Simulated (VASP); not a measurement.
# Re (Fd-3m) in VASP: a series of runs

Re is run at these levels: r2SCAN; tasks: single point, relaxation of cell and atoms.

Everything below comes from runs of VASP 6.6.1. Logs are shortened: lines on timing, memory, paths and dates and some standing lists are left out, and cuts for length are marked.

**1. The cell of the first run**

Symmetry: Fd-3m, No. 227, cubic system. The conventional cell has a = 5.632 Å, b = 5.632 Å, c = 5.632 Å, α = 90.00°, β = 90.00°, γ = 90.00°. Re (site symmetry -43m) has 4 Re at 2.44 Å within 3.2 Å.

**2. Single point, r2SCAN**

The input, POSCAR:

```
Re
1.0
    0.0000000000      2.8161068327      2.8161068327
    2.8161068327      0.0000000000      2.8161068327
    2.8161068327      2.8161068327      0.0000000000
Re
2
Direct
    1.0000000000      1.0000000000      1.0000000000
    0.2500000000      0.2500000000      0.2500000000
```

The input, INCAR.step1:

```
PREC = Accurate
ENCUT = 520
ISMEAR = 1
SIGMA = 0.05
LREAL = F
LASPH = T
NELM = 100
NBANDS = 14
GGA = PE
ALGO = Normal
EDIFF = 1E-4
LWAVE = T
LCHARG = F
```

The input, INCAR.step2:

```
PREC = Accurate
ENCUT = 520
EDIFF = 1E-6
ISMEAR = 1
SIGMA = 0.05
LREAL = F
LASPH = T
NELM = 100
ALGO = Normal
ISIF = 2
LWAVE = F
LCHARG = T
METAGGA = R2SCAN
LMIXTAU = T
LELF = T
LVHAR = T
NBANDS = 14
ISTART = 1
```

The input, KPOINTS:

```
Automatic mesh
0
Gamma
  8 8 8
```

Potentials or basis: VASP PAW PBE potentials, release 64 (Re).

Run with:

```sh
> cat potpaw_PBE.64/Re/POTCAR > POTCAR
> cp INCAR.step1 INCAR
> mpirun -np 1 vasp_std > vasp.out
> cp INCAR.step2 INCAR
> mpirun -np 1 vasp_std > vasp.out
```

OUTCAR:

```text
PREC = Accurate
   ENCUT = 520
   EDIFF = 1E-6
   ISMEAR = 1
   LREAL = F
   LASPH = T
   NELM = 100
   ISIF = 2
   METAGGA = R2SCAN
   ISTART = 1

 ion  position               nearest neighbor table
   1  0.000  0.000  0.000-   2 2.44   2 2.44   2 2.44   2 2.44
   2  0.250  0.250  0.250-   1 2.44   1 2.44   1 2.44   1 2.44

  LATTYP: Found a face centered cubic cell.
 ALAT       =     5.6322136654

  Lattice vectors:

 A1 = (   0.0000000000,   2.8161068327,   2.8161068327)
 A2 = (   2.8161068327,   0.0000000000,   2.8161068327)
 A3 = (   2.8161068327,   2.8161068327,   0.0000000000)

Analysis of symmetry for initial positions (statically):
=====================================================================
 Subroutine PRICEL returns:
 Original cell was already a primitive cell.

 Routine SETGRP: Setting up the symmetry group for a
 face centered cubic supercell.

 Subroutine GETGRP returns: Found 48 space group operations
 (whereof 24 operations were pure point group operations)
 out of a pool of 48 trial point group operations.

The static configuration has the point symmetry T_d .
 The point group associated with its full space group is O_h .

Analysis of symmetry for dynamics (positions and initial velocities):
=====================================================================
 Subroutine PRICEL returns:
 Original cell was already a primitive cell.

 Routine SETGRP: Setting up the symmetry group for a
 face centered cubic supercell.

 Subroutine GETGRP returns: Found 48 space group operations
 (whereof 24 operations were pure point group operations)
 out of a pool of 48 trial point group operations.

The dynamic configuration has the point symmetry T_d .
 The point group associated with its full space group is O_h .

 Subroutine INISYM returns: Found 48 space group operations
 (whereof 24 operations are pure point group operations),
 and found     1 'primitive' translations

----------------------------------------------------------------------------------------

                                     Primitive cell

  volume of cell :      44.6660

  direct lattice vectors                    reciprocal lattice vectors
     0.000000000  2.816106833  2.816106833    -0.177550082  0.177550082  0.177550082
     2.816106833  0.000000000  2.816106833     0.177550082 -0.177550082  0.177550082
     2.816106833  2.816106833  0.000000000     0.177550082  0.177550082 -0.177550082

  length of vectors
     3.982576476  3.982576476  3.982576476     0.307525763  0.307525763  0.307525763

[... 86 lines left out ...]
   ISIF   =      2    stress and relaxation
   ISYM   =      2    0-nonsym 1-usesym 2-fastsym
   POTIM  = 0.5000    time-step for ionic-motion
   TEBEG  =    0.0;   TEEND  =   0.0 temperature during run
   PSTRESS=    0.0 pullay stress
   NELECT =      14.0000    total number of electrons
   NUPDOWN=      -1.0000    fix difference up-down
   EMIN   =  10.00;   EMAX   =-10.00  energy-range for DOS
   EFERMI =   0.00;   METHOD = LEGACY
   ISMEAR =     1;   SIGMA  =   0.05  broadening in eV -4-tet -1-fermi 0-gaus
   EFERMI_NEDOS =   21; number of points for ismear=-14 and -15
   IALGO  =     38    algorithm
   IMIX   =      4    mixing-type and parameters
     AMIX     =   0.40;   BMIX     =  1.00
     AMIX_MAG =   1.60;   BMIX_MAG =  1.00
  volume/ion in A,a.u.               =      22.33       150.71
  Fermi-wavevector in a.u.,A,eV,Ry     =   1.112052  2.101473 16.825773  1.236659
  Thomas-Fermi vector in A             =   2.248622
   LORBIT       =      0    0 simple, 1 ext, 2 COOP (PROOUT), +10 PAW based schemes
   METAGGA = R2SCAN    functional components
   LHFCALC =     F    Hartree Fock is set to
   AEXX    =    0.0000 exact exchange contribution
   IVDW    =     0    specifies the selected vdW correction
   LEPSILON=     F    determine dielectric tensor
   LRPA    =     F    only Hartree local field effects (RPA)
 non-spin polarized calculation
 Methfessel and Paxton  Order N= 1 SIGMA  =   0.05
  energy-cutoff  :      520.00
  volume of cell :       44.67
 maximum number of plane-waves:      1243
 NGX is ok and might be reduce to    30
   NGX = 15   NGY = 15   NGZ = 15

 number of electron      13.9999999 magnetization

 Free energy of the ion-electron system (eV)
  ---------------------------------------------------
  ext. energy  EPLUGINS =         0.00000000
  ---------------------------------------------------
  free energy    TOTEN  =      -101.77797533 eV

  energy without entropy =     -101.77819919  energy(sigma->0) =     -101.77804995

 E-fermi :   3.3639     XC(G=0): -11.8117

 val. band max:        3.3152835129   @ k =  -0.2500   0.2500   0.0000
 cond. band min:       3.3736808512   @ k =  -0.2500   0.2500   0.0000
 fundamental gap:      0.0583973383
 Fermi energy:         3.3639214693

 k-point     1 :       0.0000    0.0000    0.0000
  band No.  band energies     occupation
      1      -3.7553      2.00000
      2       0.2210      2.00000
      3       0.2210      2.00000
      4       0.8995      2.00000
      5       0.8995      2.00000
      6       0.8995      2.00000
      7       4.0562     -0.00000
      8       4.0562     -0.00000
      9       4.0562     -0.00000
     10       7.7216      0.00000
     11       7.7216      0.00000
     12      15.4532      0.00000
     13      15.5395      0.00000
     14      16.7756      0.00000
[... 377 lines left out ...]
      1      -0.5517      2.00000
      2      -0.4786      2.00000
      3      -0.0364      2.00000
      4       0.6347      2.00000
      5       1.4308      2.00000
      6       1.5357      2.00000
      7       3.3071      2.06815
      8       4.1104     -0.00000
      9       4.9767      0.00000
     10       6.7809      0.00000
     11       7.2723      0.00000
     12       7.7494      0.00000
     13      10.9391      0.00000
     14      11.7053      0.00000

 [... further k-points ...]
[... 5 lines left out ...]
  --------------------------------------------------------------------------------------
  -------------------------------------------------------------------------------------
  Total       -1.0433066     -1.0433066     -1.0433066      0.0000000      0.0000000      0.0000000
  in kB      -37.4235638    -37.4235638    -37.4235638      0.0000000      0.0000000      0.0000000
  external PRESSURE =     -37.4235638 kB  Pullay stress =       0.0000000 kB

 VOLUME and BASIS-vectors are now :
 -----------------------------------------------------------------------------
  energy-cutoff  :      520.00
  volume of cell :       44.67
      direct lattice vectors                 reciprocal lattice vectors
     0.000000000  2.816106833  2.816106833    -0.177550082  0.177550082  0.177550082
     2.816106833  0.000000000  2.816106833     0.177550082 -0.177550082  0.177550082
     2.816106833  2.816106833  0.000000000     0.177550082  0.177550082 -0.177550082

 POSITION                                       TOTAL-FORCE (eV/Angst)
 -----------------------------------------------------------------------------------
      0.00000      0.00000      0.00000         0.000000      0.000000      0.000000
      1.40805      1.40805      1.40805        -0.000000     -0.000000     -0.000000
 -----------------------------------------------------------------------------------
    total drift:                                0.000000     -0.000000      0.000000

  FREE ENERGIE OF THE ION-ELECTRON SYSTEM (eV)
  ---------------------------------------------------
  free  energy   TOTEN  =      -101.7779753290 eV

  energy  without entropy=     -101.7781991933  energy(sigma->0) =     -101.77804995
```

OSZICAR.step1:

```text
N       E                     dE             d eps       ncg     rms          rms(c)
DAV:   1     0.253682938935E+02    0.25368E+02   -0.65705E+03  1616   0.110E+03
DAV:   2    -0.206328071218E+02   -0.46001E+02   -0.39923E+02  1302   0.231E+02
DAV:   3    -0.222987183504E+02   -0.16659E+01   -0.15904E+01  1322   0.596E+01
DAV:   4    -0.223330833503E+02   -0.34365E-01   -0.34112E-01  1228   0.605E+00
DAV:   5    -0.223341889853E+02   -0.11056E-02   -0.11052E-02  1322   0.170E+00    0.302E+01
DAV:   6    -0.219144173090E+02    0.41977E+00   -0.34521E-01  1398   0.139E+01    0.143E+01
DAV:   7    -0.217562681090E+02    0.15815E+00   -0.24321E-01  1440   0.111E+01    0.737E-01
DAV:   8    -0.217471395377E+02    0.91286E-02   -0.14891E-02  1346   0.147E+00    0.168E-01
DAV:   9    -0.217471918471E+02   -0.52309E-04   -0.21975E-04  1018   0.307E-01
   1 F= -.21747192E+02 E0= -.21746896E+02  d E =-.886731E-03
```

Run time: 37 s. Hardware: 1 thread of Intel Xeon 6975P-C (Granite Rapids), shared host; peak memory 0.17 GiB.

What came out:

* Free energy: -101.7780 eV
* Pressure: -3.7 GPa
* Band gap on the k mesh: zero (band 7 reaches 4.06 eV, above the bottom of band 8 at 2.53 eV)

Caveat: the PAW data sets were made with another functional, which shifts forces and pressure a little; spin-orbit coupling is left out, which moves the levels of the heavy elements.

(Continued in part 2 of 3.)
